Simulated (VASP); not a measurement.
Write the native input for VASP 6.6.1 that does the following.

- Task: single point
- Functional: PBEsol
- Potentials or basis: VASP PAW PBE potentials, release 64 (N, B)
- Cutoff: 520 eV
- k mesh: 13 × 13 × 13
- Occupations: fermi-dirac, width 0.05 eV
- Spin: no spin polarisation
- Dipole correction: no
- Further INCAR settings: ALGO = Normal; EDIFF = 1e-06; NBANDS = 11

The structure of BN lies in POSCAR:

```
BN
1.0
    0.0000000000      3.4239628326      2.1218728889
    1.2260814184      0.0000000000      2.1218728889
    1.2260814184      3.4239628326      0.0000000000
N B
1 1
Direct
    0.6666513400      0.6666513400      0.3333486600
    0.0000486500      0.0000486500      0.9999513500
```

These files were run (other wordings do the same):

INCAR

```
SYSTEM = BN
  PREC = Accurate
  ENCUT = 520
  EDIFF = 1E-6
  ISMEAR = -1
  SIGMA = 0.05
  LREAL = .FALSE.
  LASPH = .TRUE.
  NELM = 60
  ALGO = Normal
  ISIF = 2
  LWAVE = .FALSE.
  LCHARG = .TRUE.
  GGA = PS
  LELF = .TRUE.
  LVHAR = .TRUE.
  NBANDS = 11
```

KPOINTS

```
Automatic mesh
0
G
  13 13 13
  0 0 0
```

Potentials or basis: VASP PAW PBE potentials, release 64 (N, B).

Command:

```console
$ cat potpaw_PBE.64/N/POTCAR potpaw_PBE.64/B/POTCAR > POTCAR
$ mpirun -np 1 vasp_std > vasp.out
```

Results of the run:

```json
{
  "Pressure": "16.9 GPa",
  "Largest force": "0.013 eV/Å",
  "Band gap on the k mesh": "3.82 eV, indirect (least direct gap 4.73 eV)"
}
```

Caveat: the PAW data sets were made with another functional, which shifts forces and pressure a little.

It took 2.6 min on 1 thread of AMD EPYC 7R13, on a shared host, peak memory 0.15 GiB.
